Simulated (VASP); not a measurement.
Here is a VASP 6.6.1 calculation.

INCAR

```
SYSTEM = Pt
  ALGO = Fast
  EDIFF = 1E-7
  ENCUT = 520
  ISIF = 2
  ISMEAR = 0
  LASPH = .True.
  LCHARG = .False.
  LREAL = .False.
  LWAVE = .False.
  NBANDS = 11
  NELM = 60
  PREC = Accurate
  SIGMA = 0.15
```

KPOINTS

```
k-points
0
Gamma
  20 20 20
  0 0 0
```

File POSCAR:

```
Pt
1.0
    0.0000000000      1.9468328700      2.0149720204
    1.8932949661      0.0000000000      2.0149720204
    1.8932949661      1.9468328700      0.0000000000
Pt
1
Direct
    0.0000000000      0.0000000000      0.0000000000
```

Potentials or basis: VASP PAW LDA potentials, release 64 (Pt).

Launch:

```sh
$ cat potpaw_LDA.64/Pt/POTCAR > POTCAR
$ mpirun -np 1 vasp_std > vasp.out
```

(1) Estimate the pressure.

(2) Predict the band gap on the k mesh.

## Answers

(1) -0.7 GPa.

(2) zero (band 5 reaches 12.25 eV, above the bottom of band 6 at 9.70 eV).

Caveat: the cell differs from its parent crystal (normal strain along x -0.0275, normal strain along z +0.0350); spin-orbit coupling is left out, which moves the levels of the heavy elements.
